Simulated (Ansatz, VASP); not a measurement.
Two plane-wave programs on ScAl4N

File INCAR:

```
PREC     = Accurate       # precision mode
ENCUT    = 520            # plane-wave cutoff, eV
EDIFF    = 1E-7           # SCF threshold, eV
ISMEAR   = 0              # smearing method
SIGMA    = 0.1            # smearing width, eV
LREAL    = F              # projectors in reciprocal space
LASPH    = T              # aspherical terms in the spheres
NELM     = 100            # most SCF steps
ALGO     = Normal         # electronic algorithm
ISIF     = 2              # what is computed and relaxed
LWAVE    = F              # write WAVECAR
LCHARG   = F              # write CHGCAR
GGA      = PE             # functional
NBANDS   = 23             # bands
```

The input KPOINTS:

```
regular mesh
0
Gamma
  4 4 4
```

File POSCAR:

```
ScAl4N
1.0
    4.1460105700      0.0000000000      0.0000000000
    0.0000000000      2.5976055600      4.4644289900
    0.0000000000     -2.5976055600      4.4644289900
Sc Al N
1 4 1
Direct
    0.0000000000      0.6665604700      0.6665604700
    0.0000000000      0.3335365100      0.3335365100
    0.5000000000      0.4998995100      0.4998995100
    0.5000000000      0.0005530000      0.4998610000
    0.5000000000      0.4998610000      0.0005530000
    0.0000000000      0.0002190000      0.0002190000
```

Input for Ansatz:

```yaml
crystal:
  lattice:
    - [4.14601057, 0.0, 0.0]
    - [0.0, 2.59760556, 4.46442899]
    - [0.0, -2.59760556, 4.46442899]
  atoms:
    - { symbol: Sc, position: [0.0, 0.66656047, 0.66656047] }
    - { symbol: Al, position: [0.0, 0.33353651, 0.33353651] }
    - { symbol: Al, position: [0.5, 0.49989951, 0.49989951] }
    - { symbol: Al, position: [0.5, 0.000553, 0.499861] }
    - { symbol: Al, position: [0.5, 0.499861, 0.000553] }
    - { symbol: "N", position: [0.0, 0.000219, 0.000219] }
basis:
  ecutwfc: 420
kpoints:
  mp_grid: { grid: [4, 4, 4] }
hamiltonian:
  xc: pbe
scf:
  occupations: { method: gaussian, width: 0.1 }
  lower_state_search: "off"
output:
  forces: true
  stress: true
  eigenvalues: true
```

Change from the starting cell: species swapped into the GdFeNi4 type (Amm2, No. 38).

Alike in both runs: task single point; functional PBE; k mesh 4 × 4 × 4; occupations gaussian, width 0.1 eV; no spin polarisation.

```csv
,VASP,Ansatz
version,VASP 6.6.1,Ansatz 0.2.0
potentials or method,"VASP PAW PBE potentials, release 64 (Sc_sv, Al, N), cutoff 520 eV","scalar-relativistic, plane waves, PAW"
valence electrons in the cell,28,28
```

```tsv
	VASP	Ansatz	Ansatz less VASP
gap on the k mesh at the Fermi level (eV)	none	none	-
pressure (GPa)	16.3	16.2	-0.05
traceless stress, the component that is largest in VASP (GPa)	10.43	10.43	+0.006
rms of the force components (eV/Å)	0.369	0.366	-0.0037
```

Atom by atom the forces differ by 0.004 eV/Å (rms over components). A gap of «none» marks a metal or a gap that the smearing closes.

The k mesh is coarse, so the values compare programs but aren't converged.
